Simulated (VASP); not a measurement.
Write the native input for VASP 6.6.1 that does the following.

```
Task                   : single point
Functional             : LDA
Potentials or basis    : VASP PAW LDA potentials, release 64 (Mg, S)
Cutoff                 : 520 eV
k mesh                 : 8 × 8 × 8
Occupations            : gaussian, width 0.01 eV
Spin                   : no spin polarisation
Dipole correction      : no
Further INCAR settings : ALGO = Normal; EDIFF = 1e-06; NBANDS = 11
```

The structure of MgS lies in POSCAR:

```
MgS
1.0
    2.5513615181      2.5513615181      0.0000000000
   -2.5513615181      2.5513615181      0.0000000000
    0.0000000000      2.5513615181      2.5718749775
Mg S
1 1
Direct
    0.0000000000      0.0000000000      0.0000000000
    0.5000000000      0.5000000000      0.0000000000
```

This cell differs from its parent crystal: in-plane strain -0.005, then relaxed in part.

These files were run (other wordings do the same):

INCAR

```
ALGO     = Normal         # electronic algorithm
EDIFF    = 1E-6           # SCF threshold, eV
ENCUT    = 520            # plane-wave cutoff, eV
ISIF     = 2              # what is computed and relaxed
ISMEAR   = 0              # smearing method
LASPH    = T              # aspherical terms in the spheres
LCHARG   = T              # write CHGCAR
LELF     = T              # ELF
LREAL    = F              # projectors in reciprocal space
LVHAR    = T            
LWAVE    = F              # write WAVECAR
NBANDS   = 11             # bands
NELM     = 60             # most SCF steps
PREC     = Accurate       # precision mode
SIGMA    = 0.01           # smearing width, eV
```

KPOINTS

```
k-points
0
Gamma
  8 8 8
```

Potentials or basis: VASP PAW LDA potentials, release 64 (Mg, S).

Run with:

```bash
$ cat potpaw_LDA.64/Mg/POTCAR potpaw_LDA.64/S/POTCAR > POTCAR
$ mpirun -np 1 vasp_std > vasp.out
```

It gave:

* Pressure: 0.0 GPa
* Band gap on the k mesh: 2.63 eV, indirect (least direct gap 3.88 eV)

Caveat: the cell differs from its parent crystal (in-plane strain -0.005, then relaxed in part).

Wall time 27 s on 1 thread of Intel(R) Xeon(R) Platinum 8375C CPU @ 2.90GHz (Ice Lake), with other jobs on the host, peak memory 0.15 GiB.
